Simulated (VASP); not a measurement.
# Bi (R-3m) in VASP: further runs

Bi is run at these levels: PBE; tasks: single point.

Program: VASP 6.6.1. These are calculated values, not measurements. Logs are shortened: lines on timing, memory, paths and dates and some standing lists are left out, and cuts for length are marked.

### Step 1. The cell of the first run

The structure is trigonal, space group R-3m (No. 166). The conventional cell has a = 4.410 Å, b = 4.410 Å, c = 11.506 Å, α = 90.00°, β = 90.00°, γ = 120.00°. Bi (site symmetry 3m) has 6 Bi at 2.98 to 3.42 Å within 3.9 Å.

### Step 2. Single point, PBE (strain -0.030 along x and y, -0.030 along z)

File INCAR:

```
SYSTEM = Bi
  PREC = Accurate
  ENCUT = 520
  EDIFF = 1E-6
  ISMEAR = 0
  SIGMA = 0.15
  LREAL = .False.
  LASPH = .True.
  NELM = 80
  ALGO = Fast
  ISIF = 2
  LWAVE = .False.
  LCHARG = .False.
  GGA = PE
  NBANDS = 22
```

File KPOINTS:

```
Automatic mesh
0
Gamma
  12 12 12
  0 0 0
```

File POSCAR:

```
Bi
1.0
    2.2048096880      1.2729474669      3.8353800000
   -2.2048096880      1.2729474669      3.8353800000
    0.0000000000     -2.5458949338      3.8353800000
Bi
2
Direct
    0.2338900000      0.2338900000      0.2338900000
    0.7661100000      0.7661100000      0.7661100000
```

Potentials or basis: VASP PAW PBE potentials, release 64 (Bi_d).

Started as:

```console
> cat potpaw_PBE.64/Bi_d/POTCAR > POTCAR
> mpirun -np 1 vasp_std > vasp.out
```

OUTCAR:

```text
SYSTEM = Bi
   PREC = Accurate
   ENCUT = 520
   EDIFF = 1E-6
   ISMEAR = 0
   LREAL = .False.
   LASPH = .True.
   NELM = 80
   ISIF = 2
   GGA = PE

 ion  position               nearest neighbor table
   1  0.234  0.234  0.234-   2 2.98   2 2.98   2 2.98   2 3.42   2 3.42   2 3.42
   2  0.766  0.766  0.766-   1 2.98   1 2.98   1 2.98   1 3.42   1 3.42   1 3.42

  LATTYP: Found a trigonal (rhomboedric) cell.
 ALAT       =     4.6034466173
 COS(alpha) =     0.5412184017

  Lattice vectors:

 A1 = (   2.2048096880,   1.2729474669,   3.8353800000)
 A2 = (  -2.2048096880,   1.2729474669,   3.8353800000)
 A3 = (   0.0000000000,  -2.5458949338,   3.8353800000)

Analysis of symmetry for initial positions (statically):
=====================================================================
 Subroutine PRICEL returns:
 Original cell was already a primitive cell.

 Routine SETGRP: Setting up the symmetry group for a
 trigonal (rhombohedral) supercell.

 Subroutine GETGRP returns: Found 12 space group operations
 (whereof 12 operations were pure point group operations)
 out of a pool of 12 trial point group operations.

The static configuration has the point symmetry D_3d.

Analysis of symmetry for dynamics (positions and initial velocities):
=====================================================================
 Subroutine PRICEL returns:
 Original cell was already a primitive cell.

 Routine SETGRP: Setting up the symmetry group for a
 trigonal (rhombohedral) supercell.

 Subroutine GETGRP returns: Found 12 space group operations
 (whereof 12 operations were pure point group operations)
 out of a pool of 12 trial point group operations.

The dynamic configuration has the point symmetry D_3d.

 Subroutine INISYM returns: Found 12 space group operations
 (whereof 12 operations are pure point group operations),
 and found     1 'primitive' translations

----------------------------------------------------------------------------------------

                                     Primitive cell

  volume of cell :      64.5864

  direct lattice vectors                    reciprocal lattice vectors
     2.204809688  1.272947467  3.835380000     0.226776943  0.130929729  0.086910119
    -2.204809688  1.272947467  3.835380000    -0.226776943  0.130929729  0.086910119
     0.000000000 -2.545894934  3.835380000     0.000000000 -0.261859458  0.086910119

  length of vectors
     4.603446617  4.603446617  4.603446617     0.275905318  0.275905318  0.275905318

  position of ions in fractional coordinates (direct lattice)
     0.233890000  0.233890000  0.233890000
     0.766110000  0.766110000  0.766110000

  ion indices of the primitive-cell ions
   primitive index   ion index
                 1           1
                 2           2

----------------------------------------------------------------------------------------

 KPOINTS: Automatic mesh

Automatic generation of k-mesh.
 Grid dimensions read from file:
 generate k-points for:   12   12   12

 Generating k-lattice:

  Cartesian coordinates                     Fractional coordinates (reciprocal lattice)
     0.018898079  0.010910811  0.007242510     0.083333333  0.000000000 -0.000000000
    -0.018898079  0.010910811  0.007242510     0.000000000  0.083333333 -0.000000000
     0.000000000 -0.021821621  0.007242510    -0.000000000 -0.000000000  0.083333333

  Length of vectors
     0.022992110  0.022992110  0.022992110

  Shift w.r.t. Gamma in fractional coordinates (k-lattice)
     0.000000000  0.000000000  0.000000000

 Subroutine IBZKPT returns following result:
 ===========================================

 Found    189 irreducible k-points:

 Following reciprocal coordinates:
            Coordinates               Weight
  0.000000  0.000000  0.000000      1.000000
  0.083333  0.000000  0.000000      6.000000
  0.166667  0.000000 -0.000000      6.000000
  0.250000  0.000000 -0.000000      6.000000
  0.333333  0.000000 -0.000000      6.000000
  0.416667  0.000000 -0.000000      6.000000
[... 16 lines left out ...]
  0.500000  0.166667 -0.000000     12.000000
 -0.416667  0.166667  0.000000     12.000000
 [... further k-points ...]
   k-points           NKPTS =    189   k-points in BZ     NKDIM =    189   number of bands    NBANDS=     22
   number of dos      NEDOS =    301   number of ions     NIONS =      2
   total plane-waves  NPLWV =  46656
   dimension x,y,z NGX =    36 NGY =   36 NGZ =   36
   dimension x,y,z NGXF=    72 NGYF=   72 NGZF=   72
   ions per type =               2
   NGX,Y,Z   is equivalent  to a cutoff of  13.00, 13.00, 13.00 a.u.
   NGXF,Y,Z  is equivalent  to a cutoff of  26.00, 26.00, 26.00 a.u.
 SYSTEM =  Bi
   PREC   = accura    normal or accurate (medium, high low for compatibility)
   ISTART =      0    job   : 0-new  1-cont  2-samecut
   ICHARG =      2    charge: 1-file 2-atom 10-const
   ISPIN  =      1    spin polarized calculation?
   LNONCOLLINEAR =      F non collinear calculations
   LSORBIT =      F    spin-orbit coupling
   LASPH  =      T    aspherical Exc in radial PAW
   ENCUT  =  520.0 eV  38.22 Ry    6.18 a.u.   8.56  8.56  8.56*2*pi/ulx,y,z
   NELM   =     80;   NELMIN=  2; NELMDL= -5     # of ELM steps
   EDIFF  = 0.1E-05   stopping-criterion for ELM
   LREAL  =      F    real-space projection
   EDIFFG = 0.1E-04   stopping-criterion for IOM
   NSW    =      0    number of steps for IOM
   IBRION =     -1    ionic relax: 0-MD 1-quasi-New 2-CG
   NFREE  =      0    steps in history (QN), initial steepest desc. (CG)
   ISIF   =      2    stress and relaxation
   ISYM   =      2    0-nonsym 1-usesym 2-fastsym
   POTIM  = 0.5000    time-step for ionic-motion
   TEBEG  =    0.0;   TEEND  =   0.0 temperature during run
   PSTRESS=    0.0 pullay stress
   NELECT =      30.0000    total number of electrons
   NUPDOWN=      -1.0000    fix difference up-down
   EMIN   =  10.00;   EMAX   =-10.00  energy-range for DOS
   EFERMI =   0.00;   METHOD = LEGACY
   ISMEAR =     0;   SIGMA  =   0.15  broadening in eV -4-tet -1-fermi 0-gaus
   EFERMI_NEDOS =   21; number of points for ismear=-14 and -15
   IALGO  =     68    algorithm
   IMIX   =      4    mixing-type and parameters
     AMIX     =   0.40;   BMIX     =  1.00
     AMIX_MAG =   1.60;   BMIX_MAG =  1.00
  volume/ion in A,a.u.               =      32.29       217.93
  Fermi-wavevector in a.u.,A,eV,Ry     =   1.267851  2.395891 21.870628  1.607446
  Thomas-Fermi vector in A             =   2.400977
   LORBIT       =      0    0 simple, 1 ext, 2 COOP (PROOUT), +10 PAW based schemes
   GGA     = PE    functional components
   LHFCALC =     F    Hartree Fock is set to
   AEXX    =    0.0000 exact exchange contribution
   IVDW    =     0    specifies the selected vdW correction
   LEPSILON=     F    determine dielectric tensor
   LRPA    =     F    only Hartree local field effects (RPA)
 non-spin polarized calculation
 RMM-DIIS sequential band-by-band and
 Gauss-broadening in eV      SIGMA  =   0.15
  energy-cutoff  :      520.00
  volume of cell :       64.59
 maximum number of plane-waves:      1757
 NGX is ok and might be reduce to    36
   NGX = 17   NGY = 17   NGZ = 17

 number of electron      29.9999998 magnetization

 Free energy of the ion-electron system (eV)
  ---------------------------------------------------
  ext. energy  EPLUGINS =         0.00000000
  ---------------------------------------------------
  free energy    TOTEN  =        -7.58831353 eV

  energy without entropy =       -7.58612721  energy(sigma->0) =       -7.58722037

 E-fermi :   7.4293     XC(G=0):  -9.9312

 val. band max:        7.3684075028   @ k =  -0.4167   0.5000   0.4167
 cond. band min:       7.4398319664   @ k =   0.4167   0.0833   0.0833
 fundamental gap:      0.0714244636
 Fermi energy:         7.4293460977

 k-point     1 :       0.0000    0.0000    0.0000
  band No.  band energies     occupation
      1     -15.7340      2.00000
      2     -15.7340      2.00000
      3     -15.5396      2.00000
      4     -15.5396      2.00000
      5     -15.5170      2.00000
      6     -15.2919      2.00000
[... 14 lines left out ...]
     21      13.1914      0.00000
     22      13.5824      0.00000

 k-point     2 :       0.0833    0.0000    0.0000
  band No.  band energies     occupation
      1     -15.7275      2.00000
      2     -15.7258      2.00000
      3     -15.5365      2.00000
      4     -15.5344      2.00000
      5     -15.5125      2.00000
      6     -15.2962      2.00000
[... 14 lines left out ...]
     21      13.2485      0.00000
     22      14.3600      0.00000

 k-point     3 :       0.1667    0.0000   -0.0000
  band No.  band energies     occupation
      1     -15.7087      2.00000
      2     -15.7016      2.00000
      3     -15.5283      2.00000
      4     -15.5191      2.00000
      5     -15.4989      2.00000
      6     -15.3101      2.00000
[... 14 lines left out ...]
     21      13.5464      0.00000
     22      15.7774      0.00000

 k-point     4 :       0.2500    0.0000   -0.0000
  band No.  band energies     occupation
      1     -15.6803      2.00000
      2     -15.6630      2.00000
      3     -15.5171      2.00000
      4     -15.4954      2.00000
      5     -15.4763      2.00000
      6     -15.3349      2.00000
[... 14 lines left out ...]
     21      14.1505      0.00000
     22      17.5218      0.00000

 k-point     5 :       0.3333    0.0000   -0.0000
  band No.  band energies     occupation
      1     -15.6473      2.00000
      2     -15.6130      2.00000
      3     -15.5052      2.00000
      4     -15.4662      2.00000
      5     -15.4474      2.00000
      6     -15.3694      2.00000
[... 417 lines left out ...]
 k-point    22 :       0.4167    0.1667    0.0000
  band No.  band energies     occupation
      1     -15.6688      2.00000
      2     -15.5628      2.00000
      3     -15.4986      2.00000
      4     -15.4766      2.00000
      5     -15.4192      2.00000
      6     -15.3935      2.00000
[... 14 lines left out ...]
     21      16.6600      0.00000
     22      17.0189      0.00000

 k-point    23 :       0.5000    0.1667   -0.0000
  band No.  band energies     occupation
      1     -15.6430      2.00000
      2     -15.5328      2.00000
      3     -15.4800      2.00000
      4     -15.4634      2.00000
      5     -15.4251      2.00000
      6     -15.3909      2.00000
[... 14 lines left out ...]
     21      16.6469      0.00000
     22      16.8809      0.00000

 k-point    24 :      -0.4167    0.1667    0.0000
  band No.  band energies     occupation
      1     -15.6387      2.00000
      2     -15.5014      2.00000
      3     -15.4835      2.00000
      4     -15.4661      2.00000
      5     -15.4208      2.00000
      6     -15.4041      2.00000
[... 14 lines left out ...]
     21      15.4980      0.00000
     22      17.7227      0.00000

 [... further k-points ...]

------------------------ aborting loop because EDIFF is reached ----------------------------------------

  FORCE on cell =-STRESS in cart. coord.  units (eV):
  Direction    XX          YY          ZZ          XY          YZ          ZX
  --------------------------------------------------------------------------------------
  -------------------------------------------------------------------------------------
  Total        3.1023345      3.1023345      2.7943037      0.0000000      0.0000000      0.0000000
  in kB       76.9587433     76.9587433     69.3175082      0.0000000      0.0000000      0.0000000
  external PRESSURE =      74.4116649 kB  Pullay stress =       0.0000000 kB

 VOLUME and BASIS-vectors are now :
 -----------------------------------------------------------------------------
  energy-cutoff  :      520.00
  volume of cell :       64.59
      direct lattice vectors                 reciprocal lattice vectors
     2.204809688  1.272947467  3.835380000     0.226776943  0.130929729  0.086910119
    -2.204809688  1.272947467  3.835380000    -0.226776943  0.130929729  0.086910119
     0.000000000 -2.545894934  3.835380000     0.000000000 -0.261859458  0.086910119

 POSITION                                       TOTAL-FORCE (eV/Angst)
 -----------------------------------------------------------------------------------
      0.00000      0.00000      2.69117         0.000000     -0.000000      0.677325
      0.00000      0.00000      8.81497         0.000000      0.000000     -0.677325
 -----------------------------------------------------------------------------------
    total drift:                                0.000000     -0.000000      0.000000

  FREE ENERGIE OF THE ION-ELECTRON SYSTEM (eV)
  ---------------------------------------------------
  free  energy   TOTEN  =        -7.5883135299 eV

  energy  without entropy=       -7.5861272105  energy(sigma->0) =       -7.58722037
```

Run time: 3 min. Hardware: 1 thread of Intel Xeon Platinum 8488C (Sapphire Rapids), shared host; peak memory 0.35 GiB.

What came out:

```yaml
Free_energy: -7.5883 eV
Pressure: 7.4 GPa
Largest_force: 0.677 eV/Å
Band_gap_on_the_k_mesh: zero (bands 15 and 16 overlap by 0.20 eV)
```

Forces in eV/Å, atoms in the order of the input:
```
Bi   0.000  0.000  0.677
Bi   0.000  0.000 -0.677
```

Levels at points of the mesh, in eV from the Fermi level:
```
           k point  band 12  band 13  band 14  band 15  band 16  band 17  band 18  band 19
(0.00, 0.00, 0.00)    -7.14    -1.71    -1.40    -1.40     2.55     3.09     3.09     5.64
(0.50, 0.00, 0.00)   -10.86    -1.50    -1.38    -0.33    -0.26     0.44     0.98     7.57
(0.50, 0.50, 0.00)    -9.53    -5.25    -3.43    -3.30     2.14     5.37     5.81     7.53
(0.50, 0.50, 0.50)   -10.19    -0.96    -0.73    -0.73     0.61     0.61     0.86     7.13
```

Caveat: the cell differs from its parent crystal (strain -0.030 along x and y, -0.030 along z); the cell stands under pressure; spin-orbit coupling is left out, which moves the levels of the heavy elements.

### Step 3. Single point, PBE (strain -0.015 along x and y, -0.015 along z)

File INCAR:

```
SYSTEM = Bi
PREC = Accurate
ENCUT = 520
EDIFF = 1E-7
ISMEAR = 0
SIGMA = 0.15
LREAL = .FALSE.
LASPH = .TRUE.
NELM = 80
ALGO = Fast
ISIF = 2
LWAVE = .FALSE.
LCHARG = .TRUE.
GGA = PE
LELF = .TRUE.
LVHAR = .TRUE.
NBANDS = 22
```

File KPOINTS:

```
Automatic mesh
0
G
  12 12 12
  0 0 0
```

File POSCAR:

```
Bi
1.0
    2.2389046832      1.2926322216      3.8946900000
   -2.2389046832      1.2926322216      3.8946900000
    0.0000000000     -2.5852644431      3.8946900000
Bi
2
Direct
    0.2338900000      0.2338900000      0.2338900000
    0.7661100000      0.7661100000      0.7661100000
```

Potentials or basis: VASP PAW PBE potentials, release 64 (Bi_d).

Started as:

```console
> cat potpaw_PBE.64/Bi_d/POTCAR > POTCAR
> mpirun -np 1 vasp_std > vasp.out
```

Run time: 3.1 min. Hardware: 1 thread of Intel Xeon Platinum 8488C (Sapphire Rapids), shared host; peak memory 0.35 GiB.

It converged, with:

```
Free energy            : -7.7000 eV
Pressure               : 4.3 GPa
Largest force          : 0.425 eV/Å
Band gap on the k mesh : zero (bands 15 and 16 overlap by 0.21 eV)
```

Forces on the atoms (eV/Å):
```
Bi   0.000  0.000  0.425
Bi   0.000  0.000 -0.425
```

Stress tensor (GPa, compression positive):
```
4.38 0.00 0.00
0.00 4.38 0.00
0.00 0.00 4.11
```

Levels at points of the mesh, in eV from the Fermi level:
```
           k point  band 13  band 14  band 15  band 16  band 17  band 18
(0.00, 0.00, 0.00)    -1.59    -1.30    -1.30     2.51     3.02     3.02
(0.50, 0.00, 0.00)    -1.42    -1.29    -0.30    -0.27     0.49     1.01
(0.50, 0.50, 0.00)    -4.95    -3.21    -3.09     2.25     5.14     5.61
(0.50, 0.50, 0.50)    -0.95    -0.67    -0.67     0.65     0.65     0.80
```

Caveat: the cell differs from its parent crystal (strain -0.015 along x and y, -0.015 along z); the cell stands under pressure; spin-orbit coupling is left out, which moves the levels of the heavy elements.

### Step 4. Single point, PBE (strain +0.000 along x and y, -0.015 along z)

File INCAR:

```
  ALGO = Fast
  EDIFF = 1E-7
  ENCUT = 520
  GGA = PE
  ISIF = 2
  ISMEAR = 0
  LASPH = T
  LCHARG = F
  LREAL = F
  LWAVE = F
  NBANDS = 22
  NELM = 60
  PREC = Accurate
  SIGMA = 0.15
```

File KPOINTS:

```
k-points
0
Gamma
  12 12 12
```

File POSCAR:

```
Bi
1.0
    2.2729996784      1.3123169762      3.8946900000
   -2.2729996784      1.3123169762      3.8946900000
    0.0000000000     -2.6246339523      3.8946900000
Bi
2
Direct
    0.2338900000      0.2338900000      0.2338900000
    0.7661100000      0.7661100000      0.7661100000
```

Started as:

```console
> cat potpaw_PBE.64/Bi_d/POTCAR > POTCAR
> mpirun -np 1 vasp_std > vasp.out
```

It took 3.3 min on 1 thread of Intel Xeon Platinum 8488C (Sapphire Rapids), shared host; peak memory 0.36 GiB.

Results (log left out):

```
Free energy            : -7.7439 eV
Pressure               : 2.4 GPa
Largest force          : 0.289 eV/Å
Band gap on the k mesh : zero (bands 15 and 16 overlap by 0.16 eV)
```

Forces on the atoms (eV/Å):
```
Bi   0.000  0.000  0.289
Bi   0.000  0.000 -0.289
```

Stress tensor (GPa, compression positive):
```
2.31 0.00 0.00
0.00 2.31 0.00
0.00 0.00 2.72
```

Levels at points of the mesh, in eV from the Fermi level:
```csv
k point,band 13,band 14,band 15,band 16,band 17,band 18
"(0.00, 0.00, 0.00)",-1.39,-1.28,-1.28,2.50,3.00,3.00
"(0.50, 0.00, 0.00)",-1.26,-1.21,-0.28,-0.24,0.59,1.02
"(0.50, 0.50, 0.00)",-4.74,-3.01,-2.99,2.33,5.03,5.48
"(0.50, 0.50, 0.50)",-1.01,-0.67,-0.67,0.63,0.63,0.72
```

Caveat: the cell differs from its parent crystal (strain +0.000 along x and y, -0.015 along z); spin-orbit coupling is left out, which moves the levels of the heavy elements.

### Step 5. The runs side by side

| cell | further INCAR settings | gap on the mesh (eV) | pressure (GPa) | largest force (eV/Å) |
| --- | --- | --- | --- | --- |
| a = 4.603 Å, angles 57.2°, 2 atoms | ALGO = Fast; EDIFF = 1e-06; NBANDS = 22 | none | 7.4 | 0.68 |
| a = 4.675 Å, angles 57.2°, 2 atoms | ALGO = Fast; EDIFF = 1e-07; NBANDS = 22 | none | 4.3 | 0.42 |
| a = 4.697 Å, angles 57.9°, 2 atoms | ALGO = Fast; EDIFF = 1e-07; NBANDS = 22 | none | 2.4 | 0.29 |

Alike in all rows: task single point; level PBE; potentials or basis VASP PAW PBE potentials, release 64 (Bi_d); no spin polarisation; k mesh 12 × 12 × 12; cutoff (eV) 520; smearing gaussian 0.15 eV.

Caveats: spin-orbit coupling is left out, which moves the levels of the heavy elements; the cell stands under pressure (at least some runs).

Total energies depend on the potentials used, so only differences within one code and one set of settings carry meaning.
